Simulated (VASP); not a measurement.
S: single point with PBE

S:

```
CELL_PARAMETERS angstrom
-1.58879 1.58879 1.58879
1.58879 -1.58879 1.58879
1.58879 1.58879 -1.58879
ATOMIC_POSITIONS crystal
S 0.00000 0.00000 0.00000
```

This isn't the form of S at room conditions, which is orthorhombic, of S8 rings.

```json
{
 "Program": "VASP 6.6.1",
 "Task": "single point",
 "Functional": "PBE",
 "Potentials or basis": "VASP PAW PBE potentials, release 64 (S)",
 "Cutoff": "500 eV",
 "k mesh": "9 × 9 × 9",
 "Occupations": "methfessel-paxton, width 0.05 eV",
 "Spin": "no spin polarisation",
 "Dipole correction": "no",
 "Further INCAR settings": "ALGO = Normal; EDIFF = 1e-06; NBANDS = 9"
}
```

```yaml
Pressure: -0.1 GPa
Band_gap_on_the_k_mesh: zero (bands 3 and 4 overlap by 6.36 eV)
```

Levels at points of the mesh, in eV from the Fermi level:
```
           k point  band 1  band 2  band 3  band 4  band 5  band 6  band 7
(0.00, 0.00, 0.00)  -16.58    3.13    3.13    3.13   12.38   12.38   12.38
```

Wall time 3.6 s on 1 thread of Intel(R) Xeon(R) Platinum 8259CL CPU @ 2.50GHz (Skylake/Cascade Lake), with other jobs on the host, peak memory 0.12 GiB.
